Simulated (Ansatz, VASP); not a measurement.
**Pt: VASP beside Ansatz**

```
Pt
1.0
     4.51922    0.00000    0.00000
    -2.25961    3.91376    0.00000
     0.00000    0.00000    2.71891
Pt
3
Direct
  0.00000 0.00000 0.00000
  0.33333 0.66667 0.50000
  0.66667 0.33333 0.50000
```

Alike in both runs: functional PBE; k mesh 6 × 6 × 6; occupations gaussian, width 0.1 eV; no spin polarisation.

Ansatz relaxed the structure, and its values are those at the end. VASP's run is a single point on that final structure, the one shown.

```csv
,VASP,Ansatz
version,VASP 6.6.1,Ansatz 0.2.0
potentials or method,"VASP PAW PBE potentials, release 64 (Pt), cutoff 520 eV","scalar-relativistic, plane waves, PAW"
valence electrons in the cell,30,54
```

Ansatz gave:

| Item | Value |
| --- | --- |
| gap on the k mesh at the Fermi level (eV) | none |
| pressure (GPa) | -0.1 |

Task: What did VASP give for the same quantities?

Result: gap on the k mesh at the Fermi level (eV): none; pressure (GPa): -0.5.

A gap of «none» marks a metal or a gap that the smearing closes. The functional is the same, so the differences come from potentials, cutoffs and numerics. VASP's potentials hold 30 valence electrons a cell and Ansatz's 54, so a difference there can come from the potentials and not from the codes.

The k mesh is coarse, so the values compare programs but aren't converged. Neither program's run includes spin-orbit coupling.
